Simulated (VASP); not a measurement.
Crystal: NbSb.

```xyz
4
Lattice="4.6808 0.0000 0.0000 0.0000 4.6808 0.0000 0.0000 0.0000 4.6433" Properties=species:S:1:pos:R:3 pbc="T T T"
Nb    2.3404    0.0000    4.0739
Nb    0.0000    2.3404    0.5694
Sb    2.3404    0.0000    1.7055
Sb    0.0000    2.3404    2.9378
```

The cell was generated, and may not be a known phase.

```yaml
Program: VASP 6.6.1
Task: relaxation of cell and atoms
Functional: PBE
Potentials_or_basis: VASP PAW PBE potentials, release 64 (Nb_sv, Sb)
Cutoff: 600 eV
k_mesh: 4 × 4 × 4
Occupations: gaussian, width 0.1 eV
Spin: no spin polarisation
```

At the start: pressure 25.3 GPa; volume 25.43 Å³/atom.

Question: Where does the relaxation end?

Answer: Over 22 steps the energy falls by 2180.7 meV/atom and the volume is 20.85 Å³/atom (-18.0 %); space group P4/nmm (No. 129, to 0.1 Å) before and after.

The path:
| step | energy change (eV) | largest force (eV/Å) | pressure (GPa) | volume (Å³) |
| --- | --- | --- | --- | --- |
| 1 | 0.0000 | 1.5436 | 25.28 | 101.74 |
| 2 | -0.5569 | 1.4538 | -20.79 | 145.79 |
| 3 | -4.2995 | 1.0658 | -18.61 | 122.55 |
| 4 | -4.6433 | 1.1704 | -16.96 | 119.78 |
| 5 | -4.6556 | 1.5923 | -5.40 | 111.19 |
| 6 | -4.9186 | 1.4007 | -13.42 | 116.08 |
| 7 | -4.9327 | 1.4806 | -11.45 | 114.58 |
| 8 | -7.3878 | 1.2978 | -5.20 | 90.23 |
| 9 | -7.7367 | 2.6685 | 4.92 | 80.90 |
| 10 | -8.2774 | 1.3936 | 10.55 | 75.88 |
| 11 | -8.2964 | 1.2331 | 9.31 | 76.49 |
| 12 | -8.5056 | 1.0956 | -6.73 | 86.85 |
| 13 | -8.5809 | 1.1896 | -2.48 | 83.27 |
| 14 | -8.6906 | 0.4011 | -0.47 | 82.69 |
| 15 | -8.6966 | 0.4428 | 0.23 | 82.52 |
| 16 | -8.7127 | 0.1277 | 0.03 | 82.79 |
| 17 | -8.7128 | 0.1089 | 0.01 | 82.80 |
| 18 | -8.7167 | 0.0712 | 0.11 | 82.85 |
| 19 | -8.7216 | 0.0095 | 0.40 | 82.97 |
| 20 | -8.7220 | 0.0271 | 0.50 | 83.01 |
| 21 | -8.7195 | 0.0913 | -1.18 | 84.21 |
| 22 | -8.7226 | 0.0169 | -0.04 | 83.38 |

Final structure:
```yaml
crystal:
  lattice:
    - [3.60842, 0.00000, 0.00000]
    - [0.00000, 3.60842, 0.00000]
    - [0.00000, 0.00000, 6.40381]
  atoms:
    - { symbol: Nb, position: [0.50000, 0.00000, 0.86261] }
    - { symbol: Nb, position: [0.00000, 0.50000, 0.13739] }
    - { symbol: Sb, position: [0.50000, 0.00000, 0.33137] }
    - { symbol: Sb, position: [0.00000, 0.50000, 0.66863] }
```

Caveat: the volume moved by over 15 % at a fixed basis, so the end points are rough.
